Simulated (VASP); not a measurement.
Write the native input for VASP 6.6.1 that does the following.

```yaml
Task: G0W0 quasiparticle levels
Functional: PBE
Potentials_or_basis: VASP PAW PBE potentials, release 64 (Si_GW, C_GW)
Cutoff: 500 eV
k_mesh: 6 × 6 × 6
Occupations: gaussian, width 0.01 eV
Spin: no spin polarisation
Dipole_correction: no
GW_scheme: G0W0
GW_iterations: 1
Cutoff_of_the_response_function: 150
Frequency_points: 96
Empty_bands: 83
Further_INCAR_settings: ALGO = EVGW0; EDIFF = 1e-08; NBANDS = 87
```

Crystal: SiC.

```xyz
2
Lattice="0.0000 2.1780 2.1780 2.1147 0.0000 2.1780 2.1147 2.1780 0.0000" Properties=species:S:1:pos:R:3 pbc="T T T"
Si    1.0573    1.0890    1.0890
C     0.0000    0.0000    0.0000
```

The input as run:

POSCAR

```
SiC
1.0
    0.0000000000      2.1780497564      2.1780497564
    2.1146685085      0.0000000000      2.1780497564
    2.1146685085      2.1780497564      0.0000000000
Si C
1 1
Direct
    0.2500000000      0.2500000000      0.2500000000
    0.0000000000      0.0000000000      0.0000000000
```

INCAR.step1

```
SYSTEM = SiC
  PREC = Accurate
  ENCUT = 500
  EDIFF = 1E-8
  ISMEAR = 0
  SIGMA = 0.01
  LREAL = .FALSE.
  LASPH = .TRUE.
  NELM = 100
  ALGO = Normal
  LWAVE = .TRUE.
  LCHARG = .FALSE.
  GGA = PE
```

INCAR.step2

```
SYSTEM = SiC
  PREC = Accurate
  ENCUT = 500
  EDIFF = 1E-8
  ISMEAR = 0
  SIGMA = 0.01
  LREAL = .FALSE.
  LASPH = .TRUE.
  NELM = 1
  ALGO = Exact
  LWAVE = .TRUE.
  LCHARG = .FALSE.
  GGA = PE
  NBANDS = 87
  LOPTICS = .TRUE.
  ISTART = 1
```

INCAR.step3

```
SYSTEM = SiC
  PREC = Accurate
  ENCUT = 500
  EDIFF = 1E-8
  ISMEAR = 0
  SIGMA = 0.01
  LREAL = .FALSE.
  LASPH = .TRUE.
  ALGO = EVGW0
  LWAVE = .FALSE.
  LCHARG = .FALSE.
  GGA = PE
  NELMGW = 1
  NBANDS = 87
  ENCUTGW = 150.0
  NOMEGA = 96
  PRECFOCK = Fast
  ISTART = 1
  NBANDSGW = 12
  OMEGAMAX = 20
```

KPOINTS

```
regular mesh
0
G
  6 6 6
  0 0 0
```

Potentials or basis: VASP PAW PBE potentials, release 64 (Si_GW, C_GW).

Launch:

```console
$ cat potpaw_PBE.64/Si_GW/POTCAR potpaw_PBE.64/C_GW/POTCAR > POTCAR
$ cp INCAR.step1 INCAR
$ mpirun -np 1 vasp_std > vasp.out
$ cp INCAR.step2 INCAR
$ mpirun -np 1 vasp_std > vasp.out
$ cp INCAR.step3 INCAR
$ mpirun -np 1 vasp_std > vasp.out
```

Results of the run:

```yaml
Quasiparticle_gap: 1.82 eV
Least_direct_quasiparticle_gap: 5.58 eV
Band_gap_of_the_starting_levels_on_the_mesh: 1.01 eV
Least_direct_gap_of_the_starting_levels_on_the_mesh: 4.53 eV
```

Caveat: the k points lie up to 0.42 Å⁻¹ apart; bands, screening cutoff and mesh are small and nothing is extrapolated, so the quasiparticle values aren't converged.

Run time: 3.3 min on 1 thread of Intel(R) Xeon(R) 6975P-C (Granite Rapids), with other jobs on the host, peak memory 0.43 GiB.
